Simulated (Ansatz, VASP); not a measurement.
# Ti in VASP and in Ansatz

Contents of INCAR:

```
PREC = Accurate
ENCUT = 520
EDIFF = 1E-6
ISMEAR = -1
SIGMA = 0.1
LREAL = F
LASPH = T
NELM = 60
ALGO = Normal
ISIF = 2
LWAVE = F
LCHARG = F
GGA = CA
NBANDS = 32
```

Contents of KPOINTS:

```
regular mesh
0
Gamma
  14 14 4
```

The input POSCAR:

```
Ti
1.0
    2.7786758901      0.0000000000      0.0000000000
   -1.3893379450      2.4064039097      0.0000000000
    0.0000000000      0.0000000000      8.9045979288
Ti
4
Direct
    0.0000000000      1.0000000000      0.0000000000
    0.0000000000      1.0000000000      0.5000000000
    0.3333333333      0.6666666667      0.2500000000
    0.6666666667      0.3333333333      0.7500000000
```

Input for Ansatz:

```yaml
crystal:
  lattice:
    - [2.7786758901, 0.0, 0.0]
    - [-1.389337945, 2.4064039097, 0.0]
    - [0.0, 0.0, 8.9045979288]
  atoms:
    - { symbol: Ti, position: [0.0, 1.0, 0.0] }
    - { symbol: Ti, position: [0.0, 1.0, 0.5] }
    - { symbol: Ti, position: [0.3333333333, 0.6666666667, 0.25] }
    - { symbol: Ti, position: [0.6666666667, 0.3333333333, 0.75] }
hamiltonian:
  xc: lda
  pseudopotentials:
    kind: paw
    azcp:
      Ti: "pseudopotentials/Ti.paw.azcp"
basis:
  ecutwfc: 420
  fft_grid_basis: typed
kpoints:
  mp_grid: { grid: [14, 14, 4], shift: [0, 0, 0] }
magnetization:
  spin_polarized: false
scf:
  occupations: { method: fermi_dirac, width: 0.1 }
  lower_state_search: "off"
output:
  stress: true
```

Alike in both runs: task single point; functional LDA; k mesh 14 × 14 × 4; occupations fermi-dirac, width 0.1 eV; no spin polarisation.

|  | VASP | Ansatz |
| --- | --- | --- |
| version | VASP 6.6.1 | Ansatz 0.2.0 |
| potentials or method | VASP PAW LDA potentials, release 64 (Ti_sv), cutoff 520 eV | plane waves (420 eV) with PAW, scalar-relativistic |
| valence electrons in the cell | 48 | 48 |

VASP gave:

```
pressure (GPa)                                                : 11.5
traceless stress, the component that is largest in VASP (GPa) : 0.36
```

Task: Estimate Ansatz's values.

Result: Pressure (GPa): 11.8; traceless stress, the component that is largest in VASP (GPa): 0.33.

Ansatz warns that its potentials were made for another functional, while VASP's fit it. LDA's correlation is that of Perdew and Zunger in VASP and of Perdew and Wang (1992) in Ansatz.
